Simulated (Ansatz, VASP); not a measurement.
# One calculation of MnS, two programs

INCAR

```
ALGO     = Normal         # electronic algorithm
EDIFF    = 1E-6           # SCF threshold, eV
ENCUT    = 520            # plane-wave cutoff, eV
GGA      = PE             # functional
ISIF     = 2              # what is computed and relaxed
ISMEAR   = 0              # smearing method
ISPIN    = 2              # spin polarisation
LASPH    = True           # aspherical terms in the spheres
LCHARG   = True           # write CHGCAR
LDAU     = True           # DFT+U
LDAUJ    = 0 0          
LDAUL    = 2 -1           # shell
LDAUPRINT= 1            
LDAUTYPE = 2            
LDAUU    = 5 0            # U, eV
LELF     = True           # ELF
LMAXMIX  = 4              # l up to which the mixer works
LORBIT   = 11             # projections on sites
LREAL    = False          # projectors in reciprocal space
LVHAR    = True         
LWAVE    = False          # write WAVECAR
MAGMOM   = 4.33 -4.33 -0.01 0.01 # initial moments
NBANDS   = 31             # bands
NELM     = 150            # most SCF steps
PREC     = Accurate       # precision mode
SIGMA    = 0.05           # smearing width, eV
```

The input KPOINTS:

```
k-points
0
Gamma
  6 6 3
```

File POSCAR:

```
MnS
1.0
    3.9760016100      0.0000000000      0.0000000000
   -1.9880008000      3.4433184000      0.0000000000
    0.0000000000      0.0000000000      6.4320005000
Mn S
2 2
Direct
    0.3333333333      0.6666666667      0.0000000000
    0.6666666667      0.3333333333      0.5000000000
    0.3333333333      0.6666666667      0.3850000000
    0.6666666667      0.3333333333      0.8850000000
```

Input for Ansatz:

```yaml
crystal:
  lattice:
    - [3.97600161, 0.0, 0.0]
    - [-1.9880008, 3.4433184, 0.0]
    - [0.0, 0.0, 6.4320005]
  atoms:
    - { symbol: Mn, position: [0.3333333333, 0.6666666667, 0.0], spin: 4.37 }
    - { symbol: Mn, position: [0.6666666667, 0.3333333333, 0.5], spin: -4.37 }
    - { symbol: S, position: [0.3333333333, 0.6666666667, 0.385] }
    - { symbol: S, position: [0.6666666667, 0.3333333333, 0.885] }
basis:
  ecutwfc: 420
  ecutrho_ratio: 4
kpoints:
  mp_grid: { grid: [6, 6, 3] }
hamiltonian:
  xc: pbe
  hubbard:
    sites:
      - { site: 0, l: d, u_eff: 5.0, starting_ns: [{ spin: up, occupation_matrix: s0up }, { spin: down, occupation_matrix: s0down }] }
      - { site: 1, l: d, u_eff: 5.0, starting_ns: [{ spin: up, occupation_matrix: s1up }, { spin: down, occupation_matrix: s1down }] }
    occupation_matrices:
      s0up:
        matrix:
          - [0.97, 0.0, 0.0, 0.0, 0.0]
          - [0.0, 0.97, 0.0, 0.0, 0.0]
          - [0.0, 0.0, 0.97, 0.0, 0.0]
          - [0.0, 0.0, 0.0, 0.97, 0.0]
          - [0.0, 0.0, 0.0, 0.0, 0.97]
      s0down:
        matrix:
          - [0.02, 0.0, 0.0, 0.0, 0.0]
          - [0.0, 0.02, 0.0, 0.0, 0.0]
          - [0.0, 0.0, 0.02, 0.0, 0.0]
          - [0.0, 0.0, 0.0, 0.02, 0.0]
          - [0.0, 0.0, 0.0, 0.0, 0.02]
      s1up:
        matrix:
          - [0.02, 0.0, 0.0, 0.0, 0.0]
          - [0.0, 0.02, 0.0, 0.0, 0.0]
          - [0.0, 0.0, 0.02, 0.0, 0.0]
          - [0.0, 0.0, 0.0, 0.02, 0.0]
          - [0.0, 0.0, 0.0, 0.0, 0.02]
      s1down:
        matrix:
          - [0.97, 0.0, 0.0, 0.0, 0.0]
          - [0.0, 0.97, 0.0, 0.0, 0.0]
          - [0.0, 0.0, 0.97, 0.0, 0.0]
          - [0.0, 0.0, 0.0, 0.97, 0.0]
          - [0.0, 0.0, 0.0, 0.0, 0.97]
    ns_hold: { iters: 8 }
scf:
  occupations: { method: gaussian, width: 0.05 }
  lower_state_search: "off"
  max_iter: 150
output:
  forces: true
  stress: true
  eigenvalues: true
  populations: true
  hubbard: { sites: [{ site: 0, l: d }, { site: 1, l: d }] }
magnetization:
  spin_polarized: true
  spin_locking: { lock_spins: true, n_iters: 12 }
```

Alike in both runs: task single point; functional PBE; k mesh 6 × 6 × 3; occupations gaussian, width 0.05 eV; collinear spin; Hubbard terms Mn d U = 5.0 eV.

```csv
,VASP,Ansatz
version,VASP 6.6.1,Ansatz 0.2.0
potentials or method,"VASP PAW PBE potentials, release 64 (Mn_pv, S), cutoff 520 eV","scalar-relativistic, plane waves, PAW"
valence electrons in the cell,38,42
```

```tsv
	VASP	Ansatz	Ansatz less VASP
gap on the k mesh at the Fermi level (eV)	2.40	2.37	-0.029
least direct gap on the mesh (eV)	2.40	2.37	-0.029
pressure (GPa)	4.9	4.9	+0.03
traceless stress, the component that is largest in VASP (GPa)	-2.51	-2.41	+0.103
rms of the force components (eV/Å)	0.191	0.199	+0.0089
net moment per atom (μB)	0.00	0.00	0.000
size of the moment on the site where the two differ most (μB)	4.57	4.33	-0.234
```

Site moments also hang on the region over which each program counts them. The programs project onto different local orbitals, so the same U acts differently, and such runs can settle in different states. Atom by atom the forces differ by 0.009 eV/Å (rms over components). VASP's potentials hold 38 valence electrons a cell and Ansatz's 42, so a difference there can come from the potentials and not from the codes. Ansatz's warnings: stability check not made, stress scf threshold loose.
